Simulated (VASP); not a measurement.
## C: single point with LDA

The system is C.

```xyz
2
Lattice="0.0000 2.1908 3.2978 1.2648 0.0000 3.2978 1.2648 2.1908 0.0000" Properties=species:S:1:pos:R:3 pbc="T T T"
C     1.2648    0.7303    3.2978
C     1.2648    3.6513    3.2978
```

This cell differs from its parent crystal: strain +0.030 along x and y, -0.015 along z.

```json
{"Program": "VASP 6.6.1", "Task": "single point", "Functional": "LDA", "Potentials or basis": "VASP PAW LDA potentials, release 64 (C)", "Cutoff": "520 eV", "k mesh": "14 × 14 × 14", "Occupations": "gaussian, width 0.05 eV", "Spin": "no spin polarisation"}
```

```json
{"Pressure": "-24.9 GPa", "Largest force": "0.041 eV/Å", "Band gap on the k mesh": "0.14 eV, indirect (least direct gap 0.19 eV)"}
```

Forces on the atoms (eV/Å):
```
C    0.000  0.041  0.000
C    0.000 -0.041  0.000
```

Stress tensor (GPa, compression positive):
```
-37.73   0.00   0.00
  0.00 -37.76   0.00
  0.00   0.00   0.85
```

Levels at points of the mesh, in eV from the valence-band top:
| k point | band 2 | band 3 | band 4 | band 5 | band 6 | band 7 |
| --- | --- | --- | --- | --- | --- | --- |
| (0.00, 0.00, 0.00) | -6.16 | -3.30 | -3.27 | 4.07 | 7.50 | 7.59 |
| (0.50, 0.00, 0.00) | -12.91 | -6.43 | -2.49 | 1.26 | 6.44 | 11.74 |
| (0.50, 0.50, 0.00) | -8.46 | -3.32 | -3.29 | 7.46 | 7.54 | 10.27 |
| (0.50, 0.00, 0.50) | -13.03 | -6.39 | -1.58 | 2.20 | 6.70 | 10.57 |
| (0.00, 0.50, 0.50) | -12.80 | -6.47 | -3.28 | 0.49 | 6.22 | 12.88 |

Run time: 66 s on 1 thread of Intel(R) Xeon(R) 6975P-C (Granite Rapids) (shared host), peak memory 0.17 GiB.

Caveat: the cell differs from its parent crystal (strain +0.030 along x and y, -0.015 along z). A k mesh can miss the band edges.
